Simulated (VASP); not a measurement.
# SnSe in VASP: further runs

Runs on SnSe. Level: LDA. Tasks: single point.

Everything below comes from runs of VASP 6.6.1. Logs are shortened: lines on timing, memory, paths and dates and some standing lists are left out, and cuts for length are marked.

### Step 1. The cell of the first run

It takes space group I4mm (No. 107, tetragonal). The conventional cell has a = 4.257 Å, b = 4.257 Å, c = 6.020 Å, α = 90.00°, β = 90.00°, γ = 90.00°. Within 3.8 Å of Sn (site symmetry 4mm) lie 6 Se at 2.91 to 3.11 Å. Within 3.8 Å of Se (site symmetry 4mm) lie 6 Sn at 2.91 to 3.11 Å.

### Step 2. Single point, LDA (atom 1 (Sn) moved by (+0.000, -0.100) A along [1 1 0] and z)

The input, INCAR:

```
SYSTEM = SnSe
PREC     = Accurate       ! precision mode
ENCUT    = 520            ! plane-wave cutoff, eV
EDIFF    = 1E-6           ! SCF threshold, eV
ISMEAR   = 0              ! smearing method
SIGMA    = 0.05           ! smearing width, eV
LREAL    = .FALSE.        ! projectors in reciprocal space
LASPH    = .TRUE.         ! aspherical terms in the spheres
NELM     = 80             ! most SCF steps
ALGO     = Normal         ! electronic algorithm
ISIF     = 2              ! what is computed and relaxed
LWAVE    = .FALSE.        ! write WAVECAR
LCHARG   = .FALSE.        ! write CHGCAR
NBANDS   = 17             ! bands
```

The input, KPOINTS:

```
regular mesh
0
G
  8 8 8
  0 0 0
```

The input, POSCAR:

```
SnSe
1.0
    0.0000000000      3.0100000000      3.0100000000
    3.0100000000      0.0000000000      3.0100000000
    3.0100000000      3.0100000000      0.0000000000
Sn Se
1 1
Direct
   -0.0166112957     -0.0166112957      0.0166112957
    0.5000000000      0.5000000000      0.5000000000
```

Potentials or basis: VASP PAW LDA potentials, release 64 (Sn_d, Se).

Run with:

```
cat potpaw_LDA.64/Sn_d/POTCAR potpaw_LDA.64/Se/POTCAR > POTCAR
mpirun -np 1 vasp_std > vasp.out
```

OUTCAR:

```text
SYSTEM = SnSe
   PREC = Accurate
   ENCUT = 520
   EDIFF = 1E-6
   ISMEAR = 0
   LREAL = .FALSE.
   LASPH = .TRUE.
   NELM = 80
   ISIF = 2

 ion  position               nearest neighbor table
   1  0.983  0.983  0.017-   2 2.91   2 3.01   2 3.01   2 3.01   2 3.01   2 3.11
   2  0.500  0.500  0.500-   1 2.91   1 3.01   1 3.01   1 3.01   1 3.01   1 3.11

  LATTYP: Found a face centered cubic cell.
 ALAT       =     6.0200000000

  Lattice vectors:

 A1 = (   0.0000000000,   3.0100000000,   3.0100000000)
 A2 = (   3.0100000000,   0.0000000000,   3.0100000000)
 A3 = (   3.0100000000,   3.0100000000,   0.0000000000)

Analysis of symmetry for initial positions (statically):
=====================================================================
 Subroutine PRICEL returns:
 Original cell was already a primitive cell.

 Routine SETGRP: Setting up the symmetry group for a
 face centered cubic supercell.

 Subroutine GETGRP returns: Found  8 space group operations
 (whereof  8 operations were pure point group operations)
 out of a pool of 48 trial point group operations.

The static configuration has the point symmetry C_4v.

Analysis of symmetry for dynamics (positions and initial velocities):
=====================================================================
 Subroutine PRICEL returns:
 Original cell was already a primitive cell.

 Routine SETGRP: Setting up the symmetry group for a
 face centered cubic supercell.

 Subroutine GETGRP returns: Found  8 space group operations
 (whereof  8 operations were pure point group operations)
 out of a pool of 48 trial point group operations.

The dynamic configuration has the point symmetry C_4v.

 Subroutine INISYM returns: Found  8 space group operations
 (whereof  8 operations are pure point group operations),
 and found     1 'primitive' translations

----------------------------------------------------------------------------------------

                                     Primitive cell

  volume of cell :      54.5418

  direct lattice vectors                    reciprocal lattice vectors
     0.000000000  3.010000000  3.010000000    -0.166112957  0.166112957  0.166112957
     3.010000000  0.000000000  3.010000000     0.166112957 -0.166112957  0.166112957
     3.010000000  3.010000000  0.000000000     0.166112957  0.166112957 -0.166112957

  length of vectors
     4.256782823  4.256782823  4.256782823     0.287716081  0.287716081  0.287716081

  position of ions in fractional coordinates (direct lattice)
     0.983388704  0.983388704  0.016611296
     0.500000000  0.500000000  0.500000000

  ion indices of the primitive-cell ions
   primitive index   ion index
                 1           1
                 2           2

----------------------------------------------------------------------------------------

 KPOINTS: regular mesh

Automatic generation of k-mesh.
 Grid dimensions read from file:
 generate k-points for:    8    8    8

 Generating k-lattice:

  Cartesian coordinates                     Fractional coordinates (reciprocal lattice)
    -0.020764120  0.020764120  0.020764120     0.125000000  0.000000000  0.000000000
     0.020764120 -0.020764120  0.020764120     0.000000000  0.125000000  0.000000000
     0.020764120  0.020764120 -0.020764120     0.000000000  0.000000000  0.125000000

  Length of vectors
     0.035964510  0.035964510  0.035964510

  Shift w.r.t. Gamma in fractional coordinates (k-lattice)
     0.000000000  0.000000000  0.000000000

 Subroutine IBZKPT returns following result:
 ===========================================

 Found     59 irreducible k-points:

 Following reciprocal coordinates:
            Coordinates               Weight
  0.000000  0.000000  0.000000      1.000000
  0.125000  0.000000  0.000000      8.000000
  0.250000  0.000000  0.000000      8.000000
  0.375000  0.000000  0.000000      8.000000
  0.500000  0.000000  0.000000      4.000000
  0.125000  0.125000  0.000000      2.000000
[... 16 lines left out ...]
  0.000000  0.375000  0.250000     16.000000
  0.500000  0.250000  0.000000      8.000000
 [... further k-points ...]
   k-points           NKPTS =     59   k-points in BZ     NKDIM =     59   number of bands    NBANDS=     17
   number of dos      NEDOS =    301   number of ions     NIONS =      2
   total plane-waves  NPLWV =  32768
   dimension x,y,z NGX =    32 NGY =   32 NGZ =   32
   dimension x,y,z NGXF=    64 NGYF=   64 NGZF=   64
   ions per type =               1   1
   NGX,Y,Z   is equivalent  to a cutoff of  12.50, 12.50, 12.50 a.u.
   NGXF,Y,Z  is equivalent  to a cutoff of  24.99, 24.99, 24.99 a.u.
 SYSTEM =  SnSe
   PREC   = accura    normal or accurate (medium, high low for compatibility)
   ISTART =      0    job   : 0-new  1-cont  2-samecut
   ICHARG =      2    charge: 1-file 2-atom 10-const
   ISPIN  =      1    spin polarized calculation?
   LNONCOLLINEAR =      F non collinear calculations
   LSORBIT =      F    spin-orbit coupling
   LASPH  =      T    aspherical Exc in radial PAW
   ENCUT  =  520.0 eV  38.22 Ry    6.18 a.u.   7.91  7.91  7.91*2*pi/ulx,y,z
   NELM   =     80;   NELMIN=  2; NELMDL= -5     # of ELM steps
   EDIFF  = 0.1E-05   stopping-criterion for ELM
   LREAL  =      F    real-space projection
   EDIFFG = 0.1E-04   stopping-criterion for IOM
   NSW    =      0    number of steps for IOM
   IBRION =     -1    ionic relax: 0-MD 1-quasi-New 2-CG
   NFREE  =      0    steps in history (QN), initial steepest desc. (CG)
   ISIF   =      2    stress and relaxation
   ISYM   =      2    0-nonsym 1-usesym 2-fastsym
   POTIM  = 0.5000    time-step for ionic-motion
   TEBEG  =    0.0;   TEEND  =   0.0 temperature during run
   PSTRESS=    0.0 pullay stress
   NELECT =      20.0000    total number of electrons
   NUPDOWN=      -1.0000    fix difference up-down
   EMIN   =  10.00;   EMAX   =-10.00  energy-range for DOS
   EFERMI =   0.00;   METHOD = LEGACY
   ISMEAR =     0;   SIGMA  =   0.05  broadening in eV -4-tet -1-fermi 0-gaus
   EFERMI_NEDOS =   21; number of points for ismear=-14 and -15
   IALGO  =     38    algorithm
   IMIX   =      4    mixing-type and parameters
     AMIX     =   0.40;   BMIX     =  1.00
     AMIX_MAG =   1.60;   BMIX_MAG =  1.00
  volume/ion in A,a.u.               =      27.27       184.03
  Fermi-wavevector in a.u.,A,eV,Ry     =   1.171768  2.214321 18.681350  1.373040
  Thomas-Fermi vector in A             =   2.308207
   LORBIT       =      0    0 simple, 1 ext, 2 COOP (PROOUT), +10 PAW based schemes
   GGA     = CA    functional components
   LHFCALC =     F    Hartree Fock is set to
   AEXX    =    0.0000 exact exchange contribution
   IVDW    =     0    specifies the selected vdW correction
   LEPSILON=     F    determine dielectric tensor
   LRPA    =     F    only Hartree local field effects (RPA)
 non-spin polarized calculation
 Gauss-broadening in eV      SIGMA  =   0.05
  energy-cutoff  :      520.00
  volume of cell :       54.54
 maximum number of plane-waves:      1480
   NGX = 15   NGY = 15   NGZ = 15

 number of electron      20.0000006 magnetization

 Free energy of the ion-electron system (eV)
  ---------------------------------------------------
  ext. energy  EPLUGINS =         0.00000000
  ---------------------------------------------------
  free energy    TOTEN  =        -9.47565766 eV

  energy without entropy =       -9.47565766  energy(sigma->0) =       -9.47565766

 E-fermi :   5.6196     XC(G=0):  -9.8805

 val. band max:        5.3054303333   @ k =   0.5000   0.0000   0.0000
 cond. band min:       5.9783446478   @ k =   0.5000   0.0000   0.0000
 fundamental gap:      0.6729143145
 Fermi energy:         5.6195956708

 k-point     1 :       0.0000    0.0000    0.0000
  band No.  band energies     occupation
      1     -16.0659      2.00000
      2     -16.0646      2.00000
      3     -16.0640      2.00000
      4     -16.0621      2.00000
      5     -16.0621      2.00000
      6      -8.4576      2.00000
[... 9 lines left out ...]
     16      11.3636      0.00000
     17      13.5955      0.00000

 k-point     2 :       0.1250    0.0000    0.0000
  band No.  band energies     occupation
      1     -16.0667      2.00000
      2     -16.0656      2.00000
      3     -16.0628      2.00000
      4     -16.0610      2.00000
      5     -16.0604      2.00000
      6      -8.3481      2.00000
[... 9 lines left out ...]
     16      11.6802      0.00000
     17      14.6233      0.00000

 k-point     3 :       0.2500    0.0000    0.0000
  band No.  band energies     occupation
      1     -16.0694      2.00000
      2     -16.0686      2.00000
      3     -16.0616      2.00000
      4     -16.0567      2.00000
      5     -16.0559      2.00000
      6      -8.0529      2.00000
[... 9 lines left out ...]
     16      12.6130      0.00000
     17      16.7201      0.00000

 k-point     4 :       0.3750    0.0000    0.0000
  band No.  band energies     occupation
      1     -16.0722      2.00000
      2     -16.0715      2.00000
      3     -16.0606      2.00000
      4     -16.0521      2.00000
      5     -16.0513      2.00000
      6      -7.6960      2.00000
[... 9 lines left out ...]
     16      14.0840      0.00000
     17      16.7572      0.00000
[... 343 lines left out ...]
      1     -16.0813      2.00000
      2     -16.0670      2.00000
      3     -16.0625      2.00000
      4     -16.0504      2.00000
      5     -16.0492      2.00000
      6      -7.6396      2.00000
[... 9 lines left out ...]
     16      15.3563      0.00000
     17      16.2257      0.00000

 k-point    23 :       0.0000    0.3750    0.2500
  band No.  band energies     occupation
      1     -16.0822      2.00000
      2     -16.0652      2.00000
      3     -16.0616      2.00000
      4     -16.0518      2.00000
      5     -16.0495      2.00000
      6      -7.6432      2.00000
[... 9 lines left out ...]
     16      15.3928      0.00000
     17      16.2452      0.00000

 k-point    24 :       0.5000    0.2500    0.0000
  band No.  band energies     occupation
      1     -16.0822      2.00000
      2     -16.0651      2.00000
      3     -16.0635      2.00000
      4     -16.0502      2.00000
      5     -16.0473      2.00000
      6      -7.3906      2.00000
[... 9 lines left out ...]
     16      16.0969      0.00000
     17      16.8032      0.00000

 [... further k-points ...]
[... 5 lines left out ...]
  --------------------------------------------------------------------------------------
  -------------------------------------------------------------------------------------
  Total       -1.0902209     -1.0902209     -1.0016881      0.0000000      0.0000000      0.0000000
  in kB      -32.0254775    -32.0254775    -29.4248071      0.0000000      0.0000000      0.0000000
  external PRESSURE =     -31.1585874 kB  Pullay stress =       0.0000000 kB

 VOLUME and BASIS-vectors are now :
 -----------------------------------------------------------------------------
  energy-cutoff  :      520.00
  volume of cell :       54.54
      direct lattice vectors                 reciprocal lattice vectors
     0.000000000  3.010000000  3.010000000    -0.166112957  0.166112957  0.166112957
     3.010000000  0.000000000  3.010000000     0.166112957 -0.166112957  0.166112957
     3.010000000  3.010000000  0.000000000     0.166112957  0.166112957 -0.166112957

 POSITION                                       TOTAL-FORCE (eV/Angst)
 -----------------------------------------------------------------------------------
      3.01000      3.01000      5.92000         0.000000      0.000000     -0.008667
      3.01000      3.01000      3.01000         0.000000      0.000000      0.008667
 -----------------------------------------------------------------------------------
    total drift:                               -0.000000     -0.000000     -0.000008

  FREE ENERGIE OF THE ION-ELECTRON SYSTEM (eV)
  ---------------------------------------------------
  free  energy   TOTEN  =        -9.4756576565 eV

  energy  without entropy=       -9.4756576565  energy(sigma->0) =       -9.47565766
```

It took 44 s on 1 thread of AMD EPYC 7R13, shared host; peak memory 0.16 GiB.

Results:

* Free energy: -9.4757 eV
* Pressure: -3.1 GPa
* Largest force: 0.009 eV/Å
* Band gap on the k mesh: 0.67 eV, direct

Forces in eV/Å, atoms in the order of the input:
```
Sn   0.000  0.000 -0.009
Se   0.000  0.000  0.009
```

Levels at points of the mesh, in eV from the valence-band top:
| k point | band 7 | band 8 | band 9 | band 10 | band 11 | band 12 | band 13 | band 14 |
| --- | --- | --- | --- | --- | --- | --- | --- | --- |
| (0.00, 0.00, 0.00) | -5.06 | -2.07 | -2.04 | -2.04 | 4.26 | 4.26 | 4.36 | 5.99 |
| (0.50, 0.00, 0.00) | -7.98 | -1.83 | -1.80 | 0.00 | 0.67 | 1.31 | 1.37 | 8.25 |
| (0.50, 0.50, 0.00) | -6.15 | -5.19 | -3.51 | -3.51 | 3.11 | 5.38 | 5.38 | 6.02 |
| (0.00, 0.50, 0.50) | -5.99 | -5.35 | -3.50 | -3.50 | 3.03 | 5.41 | 5.45 | 5.99 |

Caveat: the cell differs from its parent crystal (atom 1 (Sn) moved by (+0.000, -0.100) A along [1 1 0] and z); spin-orbit coupling is left out, which moves the levels of the heavy elements. A k mesh can miss the band edges.

### Step 3. Single point, LDA (atom 1 (Sn) moved by (-0.100, +0.000) A along [1 1 0] and z)

The input, INCAR:

```
SYSTEM = SnSe
ALGO     = Normal         ! electronic algorithm
EDIFF    = 1E-6           ! SCF threshold, eV
ENCUT    = 520            ! plane-wave cutoff, eV
ISIF     = 2              ! what is computed and relaxed
ISMEAR   = 0              ! smearing method
LASPH    = .True.         ! aspherical terms in the spheres
LCHARG   = .False.        ! write CHGCAR
LREAL    = .False.        ! projectors in reciprocal space
LWAVE    = .False.        ! write WAVECAR
NBANDS   = 17             ! bands
NELM     = 60             ! most SCF steps
PREC     = Accurate       ! precision mode
SIGMA    = 0.05           ! smearing width, eV
```

The input, KPOINTS:

```
k-points
0
Gamma
  8 8 8
  0 0 0
```

POSCAR, as its differences from that of step 2:

```diff
@@ -8,3 +8,3 @@
 Direct
-   -0.0166112957     -0.0166112957      0.0166112957
+    0.0000000000      0.0000000000     -0.0234919196
     0.5000000000      0.5000000000      0.5000000000
```

Potentials or basis: VASP PAW LDA potentials, release 64 (Sn_d, Se).

Run with:

```
cat potpaw_LDA.64/Sn_d/POTCAR potpaw_LDA.64/Se/POTCAR > POTCAR
mpirun -np 1 vasp_std > vasp.out
```

Run time: 90 s. Hardware: 1 thread of AMD EPYC 7R13, shared host; peak memory 0.19 GiB.

Results (log left out):

- Free energy: -9.4757 eV
- Pressure: -3.1 GPa
- Largest force: 0.010 eV/Å
- Band gap on the k mesh: 0.61 eV, direct

Forces in eV/Å, atoms in the order of the input:
```
Sn  -0.007 -0.007  0.000
Se   0.007  0.007  0.000
```

Stress tensor (GPa, compression positive):
```
-3.07  0.08  0.00
 0.08 -3.07  0.00
 0.00  0.00 -3.20
```

Levels at points of the mesh, in eV from the valence-band top:
| k point | band 6 | band 7 | band 8 | band 9 | band 10 | band 11 | band 12 | band 13 | band 14 | band 15 |
| --- | --- | --- | --- | --- | --- | --- | --- | --- | --- | --- |
| (0.00, 0.00, 0.00) | -13.80 | -5.09 | -2.11 | -2.08 | -2.08 | 4.22 | 4.23 | 4.31 | 5.95 | 6.02 |
| (0.50, 0.00, 0.00) | -12.86 | -8.03 | -1.85 | -1.85 | 0.00 | 0.61 | 1.31 | 1.33 | 8.22 | 10.13 |
| (0.00, 0.00, 0.50) | -12.86 | -8.01 | -1.87 | -1.83 | -0.07 | 0.67 | 1.28 | 1.31 | 8.21 | 10.17 |
| (0.50, 0.50, 0.00) | -12.59 | -6.03 | -5.39 | -3.56 | -3.51 | 2.99 | 5.36 | 5.43 | 5.96 | 10.59 |
| (0.00, 0.50, 0.50) | -12.58 | -6.12 | -5.30 | -3.54 | -3.54 | 3.03 | 5.36 | 5.38 | 5.97 | 10.60 |

Caveat: the cell differs from its parent crystal (atom 1 (Sn) moved by (-0.100, +0.000) A along [1 1 0] and z); spin-orbit coupling is left out, which moves the levels of the heavy elements. A k mesh can miss the band edges.
